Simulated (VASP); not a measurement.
**Cu16O: single point with PBE+D3(BJ)**

Cu16O, a slab with vacuum:

```
Cu O
1.0
     5.03937    0.00000    0.00000
    -2.51968    4.36422    0.00000
     0.00000    0.00000   25.17194
Cu O
16 1
Direct
  0.33333 0.16667 0.33768
  0.33333 0.66667 0.33768
  0.83333 0.16667 0.33768
  0.83333 0.66667 0.33768
  0.66667 0.33333 0.41941
  0.66667 0.83333 0.41941
  0.16667 0.33333 0.41941
  0.16667 0.83333 0.41941
  0.00078 0.49864 0.50008
  0.00080 0.00160 0.50009
  0.49785 0.49864 0.50008
  0.49980 0.99961 0.50315
  0.33786 0.67572 0.58494
  0.33788 0.16122 0.58493
  0.83304 0.66609 0.57845
  0.82333 0.16122 0.58493
  0.16634 0.33268 0.63006
```

- Program: VASP 6.6.1
- Task: single point
- Functional: PBE
- Dispersion: D3(BJ)
- Potentials or basis: VASP PAW PBE potentials, release 64 (Cu, O)
- Cutoff: 520 eV
- k mesh: 6 × 6 × 1
- Occupations: gaussian, width 0.1 eV
- Spin: no spin polarisation
- Dipole correction: yes
- Further INCAR settings: LREAL = Auto; ALGO = Normal; EDIFF = 1e-06; NBANDS = 105

```
Largest force              : 0.147 eV/Å
Band gap on the k mesh     : 0.03 eV (least direct gap 0.06 eV)
Dispersion energy per atom : -0.429 eV
```

Forces in eV/Å, atoms in the order of the input:
```
Cu   0.044 -0.026 -0.045
Cu   0.000  0.051 -0.045
Cu  -0.044 -0.026 -0.045
Cu   0.000  0.000 -0.014
Cu   0.000 -0.129  0.030
Cu  -0.111  0.062  0.031
Cu   0.000 -0.002 -0.025
Cu   0.111  0.062  0.031
Cu  -0.001  0.002  0.004
Cu   0.000 -0.001  0.003
Cu   0.001  0.002  0.004
Cu   0.000  0.000 -0.002
Cu   0.000  0.058 -0.034
Cu   0.049 -0.027 -0.033
Cu   0.000  0.000  0.025
Cu  -0.049 -0.027 -0.033
O    0.000  0.001  0.147
```

Levels at points of the mesh, in eV from the valence-band top:
```csv
k point,band 87,band 88,band 89,band 90,band 91,band 92,band 93,band 94,band 95,band 96
"(0.00, 0.00, 0.00)",-1.10,-0.93,-0.02,-0.02,0.00,0.35,0.93,0.93,1.05,1.53
"(0.50, 0.00, 0.00)",-1.08,-0.93,-0.68,-0.20,0.00,0.11,0.79,0.83,1.49,1.53
"(0.00, 0.50, 0.00)",-1.08,-0.93,-0.68,-0.20,0.00,0.11,0.79,0.83,1.49,1.53
```

It took 28 min on 1 thread of Intel(R) Xeon(R) 6975P-C (Granite Rapids), with other jobs on the host, peak memory 0.89 GiB.

Caveat: the smearing spreads over this small gap.
